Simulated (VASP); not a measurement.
A run of VASP 6.6.1:

INCAR

```
ALGO = Fast
EDIFF = 1E-6
EDIFFG = -0.01
ENCUT = 600
GGA = PE
IBRION = 2
ISIF = 3
ISMEAR = 0
LASPH = T
LCHARG = F
LREAL = F
LWAVE = F
NELM = 100
NSW = 100
PREC = Accurate
SIGMA = 0.1
```

File KPOINTS:

```
k-points
0
Gamma
  12 12 10
```

The input POSCAR:

```
Al3Pt
1.0
    4.1364820172      0.0000000000      0.0000000000
   -2.0682410086      3.5822985092      0.0000000000
    0.0000000000      0.0000000000      5.0087156132
Al Pt
3 1
Direct
    0.3333333333      0.6666666667      0.3144802781
    0.6666666667      0.3333333333      0.6855197219
    0.0000000000      0.0000000000      0.0000000000
    0.0000000000      0.0000000000      0.5000000000
```

Potentials or basis: VASP PAW PBE potentials, release 64 (Al, Pt).

The run is started by

```sh
$ cat potpaw_PBE.64/Al/POTCAR potpaw_PBE.64/Pt/POTCAR > POTCAR
$ mpirun -np 1 vasp_std > vasp.out
```

Hardware: 1 thread of Intel(R) Xeon(R) Platinum 8259CL CPU @ 2.50GHz (Skylake/Cascade Lake), with other jobs on the host.

Q: Estimate the wall time of this run.

A: Run time: 8.6 min on 1 thread of Intel(R) Xeon(R) Platinum 8259CL CPU @ 2.50GHz (Skylake/Cascade Lake), with other jobs on the host, peak memory 0.38 GiB. Counts: scf iterations 54, k points 162, ion steps 10.
